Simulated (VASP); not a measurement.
# KTaO3 (P4/mmm) in VASP: notebook

KTaO3 is run at these levels: PBEsol; tasks: single point.

Program: VASP 6.6.1. These are calculated values, not measurements. Logs are shortened: lines on timing, memory, paths and dates and some standing lists are left out, and cuts for length are marked.

### Step 1. The cell of the first run

It takes space group P4/mmm (No. 123, tetragonal). Conventional cell: a = 4.165 Å, b = 4.165 Å, c = 3.843 Å, α = 90.00°, β = 90.00°, γ = 90.00°. Within 3.9 Å of K (site symmetry 4/mmm) lie 12 O at 2.83 to 2.95 Å and 8 Ta at 3.52 Å and 2 K at 3.84 Å. Within 2.5 Å of Ta (site symmetry 4/mmm) lie 6 O at 1.92 to 2.08 Å. O (site symmetry mmm) has 2 Ta at 2.08 Å and 4 K at 2.83 Å and 8 O at 2.83 to 2.95 Å within 3.0 Å. Within 2.5 Å of O (site symmetry 4/mmm) lie 2 Ta at 1.92 Å.

### Step 2. Single point, PBEsol (13.33 Å³/atom)

Contents of INCAR:

```
SYSTEM = KTaO3
  PREC = Accurate
  ENCUT = 520
  EDIFF = 1E-6
  ISMEAR = 0
  SIGMA = 0.05
  LREAL = .FALSE.
  LASPH = .TRUE.
  NELM = 100
  ALGO = Normal
  ISIF = 2
  LWAVE = .FALSE.
  LCHARG = .FALSE.
  GGA = PS
  NBANDS = 27
```

Contents of KPOINTS:

```
Automatic mesh
0
G
  8 8 8
  0 0 0
```

Contents of POSCAR:

```
KTaO3
1.0
    4.1650333144      0.0000000000      0.0000000000
    0.0000000000      4.1650333144      0.0000000000
    0.0000000000      0.0000000000      3.8434927426
K Ta O
1 1 3
Direct
    0.5000000000      0.5000000000      0.5000000000
    0.0000000000      0.0000000000      0.0000000000
    0.5000000000      0.0000000000      0.0000000000
    0.0000000000      0.5000000000      0.0000000000
    0.0000000000      0.0000000000      0.5000000000
```

Potentials or basis: VASP PAW PBE potentials, release 64 (K_sv, Ta_pv, O).

Started as:

```bash
> cat potpaw_PBE.64/K_sv/POTCAR potpaw_PBE.64/Ta_pv/POTCAR potpaw_PBE.64/O/POTCAR > POTCAR
> mpirun -np 1 vasp_std > vasp.out
```

OUTCAR:

```text
SYSTEM = KTaO3
   PREC = Accurate
   ENCUT = 520
   EDIFF = 1E-6
   ISMEAR = 0
   LREAL = .FALSE.
   LASPH = .TRUE.
   NELM = 100
   ISIF = 2
   GGA = PS

 ion  position               nearest neighbor table
   1  0.500  0.500  0.500-   3 2.83   4 2.83   3 2.83   4 2.83   3 2.83   3 2.83   4 2.83   4 2.83
                             2 3.52   2 3.52   2 3.52   2 3.52   2 3.52   2 3.52   2 3.52   2 3.52
   2  0.000  0.000  0.000-   5 1.92   5 1.92   3 2.08   4 2.08   4 2.08   3 2.08   1 3.52   1 3.52
                             1 3.52   1 3.52   1 3.52   1 3.52   1 3.52   1 3.52
   3  0.500  0.000  0.000-   2 2.08   2 2.08   1 2.83   1 2.83   1 2.83   1 2.83
   4  0.000  0.500  0.000-   2 2.08   2 2.08   1 2.83   1 2.83   1 2.83   1 2.83
   5  0.000  0.000  0.500-   2 1.92   2 1.92

  LATTYP: Found a simple tetragonal cell.
 ALAT       =     4.1650333144
 C/A-ratio  =     0.9228000000

  Lattice vectors:

 A1 = (   4.1650333144,   0.0000000000,   0.0000000000)
 A2 = (   0.0000000000,   4.1650333144,   0.0000000000)
 A3 = (   0.0000000000,   0.0000000000,   3.8434927426)

Analysis of symmetry for initial positions (statically):
=====================================================================
 Subroutine PRICEL returns:
 Original cell was already a primitive cell.

 Routine SETGRP: Setting up the symmetry group for a
 simple tetragonal supercell.

 Subroutine GETGRP returns: Found 16 space group operations
 (whereof 16 operations were pure point group operations)
 out of a pool of 16 trial point group operations.

The static configuration has the point symmetry D_4h.

Analysis of symmetry for dynamics (positions and initial velocities):
=====================================================================
 Subroutine PRICEL returns:
 Original cell was already a primitive cell.

 Routine SETGRP: Setting up the symmetry group for a
 simple tetragonal supercell.

 Subroutine GETGRP returns: Found 16 space group operations
 (whereof 16 operations were pure point group operations)
 out of a pool of 16 trial point group operations.

The dynamic configuration has the point symmetry D_4h.

 Subroutine INISYM returns: Found 16 space group operations
 (whereof 16 operations are pure point group operations),
 and found     1 'primitive' translations

----------------------------------------------------------------------------------------

                                     Primitive cell

[... 98 lines left out ...]
   EDIFFG = 0.1E-04   stopping-criterion for IOM
   NSW    =      0    number of steps for IOM
   IBRION =     -1    ionic relax: 0-MD 1-quasi-New 2-CG
   NFREE  =      0    steps in history (QN), initial steepest desc. (CG)
   ISIF   =      2    stress and relaxation
   ISYM   =      2    0-nonsym 1-usesym 2-fastsym
   POTIM  = 0.5000    time-step for ionic-motion
   TEBEG  =    0.0;   TEEND  =   0.0 temperature during run
   PSTRESS=    0.0 pullay stress
   NELECT =      38.0000    total number of electrons
   NUPDOWN=      -1.0000    fix difference up-down
   EMIN   =  10.00;   EMAX   =-10.00  energy-range for DOS
   EFERMI =   0.00;   METHOD = LEGACY
   ISMEAR =     0;   SIGMA  =   0.05  broadening in eV -4-tet -1-fermi 0-gaus
   EFERMI_NEDOS =   21; number of points for ismear=-14 and -15
   IALGO  =     38    algorithm
   IMIX   =      4    mixing-type and parameters
     AMIX     =   0.40;   BMIX     =  1.00
     AMIX_MAG =   1.60;   BMIX_MAG =  1.00
  volume/ion in A,a.u.               =      13.33        89.99
  Fermi-wavevector in a.u.,A,eV,Ry     =   1.357318  2.564960 25.066188  1.842313
  Thomas-Fermi vector in A             =   2.484247
   LORBIT       =      0    0 simple, 1 ext, 2 COOP (PROOUT), +10 PAW based schemes
   GGA     = PS    functional components
   LHFCALC =     F    Hartree Fock is set to
   AEXX    =    0.0000 exact exchange contribution
   IVDW    =     0    specifies the selected vdW correction
   LEPSILON=     F    determine dielectric tensor
   LRPA    =     F    only Hartree local field effects (RPA)
 non-spin polarized calculation
 Gauss-broadening in eV      SIGMA  =   0.05
  energy-cutoff  :      520.00
  volume of cell :       66.67
 maximum number of plane-waves:      1808
 NGX is ok and might be reduce to    32
   NGX = 15   NGY = 15   NGZ = 15

 number of electron      38.0000015 magnetization

 Free energy of the ion-electron system (eV)
  ---------------------------------------------------
  ext. energy  EPLUGINS =         0.00000000
  ---------------------------------------------------
  free energy    TOTEN  =       -42.53299730 eV

  energy without entropy =      -42.53299730  energy(sigma->0) =      -42.53299730

 E-fermi :   1.5975     XC(G=0): -10.8765

 val. band max:        1.3976471297   @ k =   0.5000   0.5000   0.5000
 cond. band min:       3.2287448333   @ k =   0.0000   0.0000   0.0000
 fundamental gap:      1.8310977036
 Fermi energy:         1.5974887452

 k-point     1 :       0.0000    0.0000    0.0000
  band No.  band energies     occupation
      1     -33.0566      2.00000
      2     -32.9212      2.00000
      3     -32.9212      2.00000
      4     -25.8113      2.00000
      5     -16.4591      2.00000
      6     -15.2409      2.00000
[... 709 lines left out ...]
     26      10.7475      0.00000
     27      11.5380      0.00000

 [... further k-points ...]

------------------------ aborting loop because EDIFF is reached ----------------------------------------

  FORCE on cell =-STRESS in cart. coord.  units (eV):
  Direction    XX          YY          ZZ          XY          YZ          ZX
  --------------------------------------------------------------------------------------
  -------------------------------------------------------------------------------------
  Total       -6.6510457     -6.6510457      5.1639789      0.0000000     -0.0000000      0.0000000
  in kB     -159.8223424   -159.8223424    124.0886372      0.0000000     -0.0000000      0.0000000
  external PRESSURE =     -65.1853492 kB  Pullay stress =       0.0000000 kB

 VOLUME and BASIS-vectors are now :
 -----------------------------------------------------------------------------
  energy-cutoff  :      520.00
  volume of cell :       66.67
      direct lattice vectors                 reciprocal lattice vectors
     4.165033314  0.000000000  0.000000000     0.240094118  0.000000000  0.000000000
     0.000000000  4.165033314  0.000000000     0.000000000  0.240094118  0.000000000
     0.000000000  0.000000000  3.843492743     0.000000000  0.000000000  0.260180015

 POSITION                                       TOTAL-FORCE (eV/Angst)
 -----------------------------------------------------------------------------------
      2.08252      2.08252      1.92175         0.000000      0.000000      0.000000
      0.00000      0.00000      0.00000         0.000000      0.000000      0.000000
      2.08252      0.00000      0.00000         0.000000      0.000000      0.000000
      0.00000      2.08252      0.00000         0.000000      0.000000      0.000000
      0.00000      0.00000      1.92175         0.000000      0.000000      0.000000
 -----------------------------------------------------------------------------------
    total drift:                                0.000000      0.000000     -0.000000

  FREE ENERGIE OF THE ION-ELECTRON SYSTEM (eV)
  ---------------------------------------------------
  free  energy   TOTEN  =       -42.5329972965 eV

  energy  without entropy=      -42.5329972965  energy(sigma->0) =      -42.53299730
```

OSZICAR:

```text
N       E                     dE             d eps       ncg     rms          rms(c)
DAV:   1     0.317000330241E+03    0.31700E+03   -0.20609E+04  4050   0.140E+03
DAV:   2    -0.314201800686E+02   -0.34842E+03   -0.33830E+03  4768   0.402E+02
DAV:   3    -0.499586759963E+02   -0.18538E+02   -0.18448E+02  5889   0.897E+01
DAV:   4    -0.505709238544E+02   -0.61225E+00   -0.61125E+00  6569   0.104E+01
DAV:   5    -0.505743479600E+02   -0.34241E-02   -0.34238E-02  5436   0.802E-01    0.318E+01
DAV:   6    -0.428998821879E+02    0.76745E+01   -0.33443E+01  4784   0.373E+01    0.124E+01
DAV:   7    -0.426318347042E+02    0.26805E+00   -0.20611E+00  5200   0.879E+00    0.878E+00
DAV:   8    -0.425577006835E+02    0.74134E-01   -0.49191E-01  4932   0.550E+00    0.231E+00
DAV:   9    -0.425352721663E+02    0.22429E-01   -0.49333E-02  5015   0.160E+00    0.433E-01
DAV:  10    -0.425330145333E+02    0.22576E-02   -0.18441E-02  5209   0.873E-01    0.288E-01
DAV:  11    -0.425329807699E+02    0.33763E-04   -0.14047E-03  5439   0.247E-01    0.347E-02
DAV:  12    -0.425329929130E+02   -0.12143E-04   -0.74084E-05  5513   0.657E-02    0.249E-02
DAV:  13    -0.425329972621E+02   -0.43490E-05   -0.20608E-05  5274   0.322E-02    0.558E-03
DAV:  14    -0.425329972965E+02   -0.34398E-07   -0.18500E-06  4447   0.101E-02
   1 F= -.42532997E+02 E0= -.42532997E+02  d E =-.912264E-11
```

Run time: 56 s. Hardware: 1 thread of AMD EPYC 9R45 (Zen 5), shared host; peak memory 0.24 GiB.

What came out:

- Free energy: -42.5330 eV
- Pressure: -6.5 GPa
- Band gap on the k mesh: 1.83 eV (least direct gap 2.43 eV)

Caveat: the cell stands under tension; the PAW data sets were made with another functional, which shifts forces and pressure a little; spin-orbit coupling is left out, which moves the levels of the heavy elements.

### Step 3. Single point, PBEsol (12.32 Å³/atom)

This run uses another cell than the first one, of 12.32 Å³/atom.

Contents of INCAR:

```
PREC = Accurate ; ENCUT = 520
EDIFF = 1E-6 ; ISMEAR = 0
SIGMA = 0.05 ; LREAL = F
LASPH = T ; NELM = 60
ALGO = Normal ; ISIF = 2
LWAVE = F ; LCHARG = T
GGA = PS ; LELF = T
LVHAR = T ; NBANDS = 27
```

Contents of KPOINTS:

```
regular mesh
0
Gamma
  8 8 8
```

POSCAR: that of step 2 with these lines changed.

```diff
@@ -2,5 +2,5 @@
 1.0
-    4.1650333144      0.0000000000      0.0000000000
-    0.0000000000      4.1650333144      0.0000000000
-    0.0000000000      0.0000000000      3.8434927426
+    4.1115649372      0.0000000000      0.0000000000
+    0.0000000000      4.1115649372      0.0000000000
+    0.0000000000      0.0000000000      3.6444911603
 K Ta O
```

Potentials or basis: VASP PAW PBE potentials, release 64 (K_sv, Ta_pv, O).

Started as:

```bash
> cat potpaw_PBE.64/K_sv/POTCAR potpaw_PBE.64/Ta_pv/POTCAR potpaw_PBE.64/O/POTCAR > POTCAR
> mpirun -np 1 vasp_std > vasp.out
```

Wall time 39 s (1 thread of Intel Xeon 6975P-C (Granite Rapids), shared host); peak memory 0.26 GiB.

It converged, with:

- Free energy: -41.9798 eV
- Pressure: 13.2 GPa
- Band gap on the k mesh: 1.91 eV (least direct gap 2.37 eV)

Stress tensor (GPa, compression positive):
```
-7.58  0.00  0.00
 0.00 -7.58  0.00
 0.00  0.00 54.63
```

Levels at points of the mesh, in eV from the valence-band top:
```tsv
k point	band 17	band 18	band 19	band 20	band 21	band 22
(0.00, 0.00, 0.00)	-0.61	-0.61	-0.46	1.91	2.12	2.12
(0.50, 0.00, 0.00)	-1.58	-1.08	-0.68	2.24	4.57	4.57
(0.50, 0.50, 0.00)	-2.32	-1.36	-0.10	4.60	4.60	5.73
(0.00, 0.00, 0.50)	-1.55	-0.82	-0.82	2.24	6.13	6.33
(0.50, 0.00, 0.50)	-1.26	-1.14	-0.25	4.67	6.33	6.92
(0.50, 0.50, 0.50)	-0.12	-0.12	0.00	5.95	7.29	7.29
```

Caveat: the cell stands under pressure; the PAW data sets were made with another functional, which shifts forces and pressure a little; spin-orbit coupling is left out, which moves the levels of the heavy elements.

### Step 4. Single point, PBEsol (12.32 Å³/atom)

This run uses another cell than the first one, of 12.32 Å³/atom.

Contents of INCAR:

```
PREC = Accurate
ENCUT = 520
EDIFF = 1E-6
ISMEAR = 0
SIGMA = 0.05
LREAL = False
LASPH = True
NELM = 60
ALGO = Normal
ISIF = 2
LWAVE = False
LCHARG = False
GGA = PS
NBANDS = 27
```

KPOINTS is that of step 3.

POSCAR: that of step 3 with these lines changed.

```diff
@@ -2,5 +2,5 @@
 1.0
-    4.1115649372      0.0000000000      0.0000000000
-    0.0000000000      4.1115649372      0.0000000000
-    0.0000000000      0.0000000000      3.6444911603
+    3.7939217662      0.0000000000      0.0000000000
+    0.0000000000      3.7939217662      0.0000000000
+    0.0000000000      0.0000000000      4.2803025366
 K Ta O
```

Started as:

```bash
> cat potpaw_PBE.64/K_sv/POTCAR potpaw_PBE.64/Ta_pv/POTCAR potpaw_PBE.64/O/POTCAR > POTCAR
> mpirun -np 1 vasp_std > vasp.out
```

Run time: 40 s. Hardware: 1 thread of Intel Xeon 6975P-C (Granite Rapids), shared host; peak memory 0.25 GiB.

It converged, with:

- Free energy: -42.1503 eV
- Pressure: 12.6 GPa
- Band gap on the k mesh: 1.96 eV (least direct gap 2.36 eV)

Stress tensor (GPa, compression positive):
```
 27.83   0.00   0.00
  0.00  27.83   0.00
  0.00   0.00 -17.73
```

Levels at points of the mesh, in eV from the valence-band top:
| k point | band 16 | band 17 | band 18 | band 19 | band 20 | band 21 | band 22 | band 23 |
| --- | --- | --- | --- | --- | --- | --- | --- | --- |
| (0.00, 0.00, 0.00) | -1.12 | -0.75 | -0.40 | -0.40 | 1.96 | 1.96 | 2.11 | 5.06 |
| (0.50, 0.00, 0.00) | -1.98 | -1.42 | -0.96 | -0.70 | 2.20 | 5.62 | 5.62 | 5.65 |
| (0.50, 0.50, 0.00) | -1.59 | -0.81 | -0.81 | -0.25 | 5.67 | 5.67 | 6.00 | 7.28 |
| (0.00, 0.00, 0.50) | -1.59 | -1.59 | -1.05 | -1.05 | 2.20 | 4.10 | 4.10 | 8.13 |
| (0.50, 0.00, 0.50) | -2.05 | -2.03 | -1.64 | -0.21 | 4.16 | 5.63 | 6.30 | 8.90 |
| (0.50, 0.50, 0.50) | -4.02 | -0.24 | 0.00 | 0.00 | 6.47 | 6.47 | 7.40 | 8.38 |

Caveat: the cell stands under pressure; the PAW data sets were made with another functional, which shifts forces and pressure a little; spin-orbit coupling is left out, which moves the levels of the heavy elements. A k mesh can miss the band edges.

### Step 5. Summary

| cell | gap on the mesh (eV) | pressure (GPa) |
| --- | --- | --- |
| a = 4.165, b = 4.165, c = 3.843 Å, 5 atoms | 1.83 | -6.5 |
| a = 4.112, b = 4.112, c = 3.644 Å, 5 atoms | 1.91 | 13.2 |
| a = 3.794, b = 3.794, c = 4.280 Å, 5 atoms | 1.96 | 12.6 |

Alike in all rows: task single point; level PBEsol; potentials or basis VASP PAW PBE potentials, release 64 (K_sv, Ta_pv, O); no spin polarisation; k mesh 8 × 8 × 8; cutoff (eV) 520; smearing gaussian 0.05 eV.

Caveats: the PAW data sets were made with another functional, which shifts forces and pressure a little; spin-orbit coupling is left out, which moves the levels of the heavy elements; the cell stands under pressure (at least some runs); the cell stands under tension (at least some runs).

Absolute energies hang on the potentials; compare differences alone.
